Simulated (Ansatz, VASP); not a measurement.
## Two plane-wave programs on NaF

```xyz
4
Lattice="3.9422 0.0000 0.0000 -1.9711 3.4140 0.0000 0.0000 0.0000 4.6557" Properties=species:S:1:pos:R:3 pbc="T T T"
Na    0.0000    2.2760    4.6557
Na    1.9711    1.1380    2.3279
F     1.9711    1.1380    0.0000
F     0.0000    2.2760    2.3279
```

Alike in both runs: functional PBE; k mesh 9 × 9 × 4; occupations gaussian, width 0.02 eV; no spin polarisation.

Ansatz relaxed the structure, and its values are those at the end. VASP's run is a single point on that final structure, the one shown.

|  | VASP | Ansatz |
| --- | --- | --- |
| version | VASP 6.6.1 | Ansatz 0.2.0 |
| potentials or method | VASP PAW PBE potentials, release 64 (Na_pv, F), cutoff 520 eV | scalar-relativistic, plane waves, PAW |
| valence electrons in the cell | 28 | 32 |

VASP gave:

* gap on the k mesh at the Fermi level (eV): 5.48
* least direct gap on the mesh (eV): 5.48
* pressure (GPa): -0.1

**Question.** Which values does Ansatz return?

**Answer.** gap on the k mesh at the Fermi level (eV): 5.50; least direct gap on the mesh (eV): 5.50; pressure (GPa): 0.0.

VASP's potentials hold 28 valence electrons a cell and Ansatz's 32, so a difference there can come from the potentials and not from the codes.
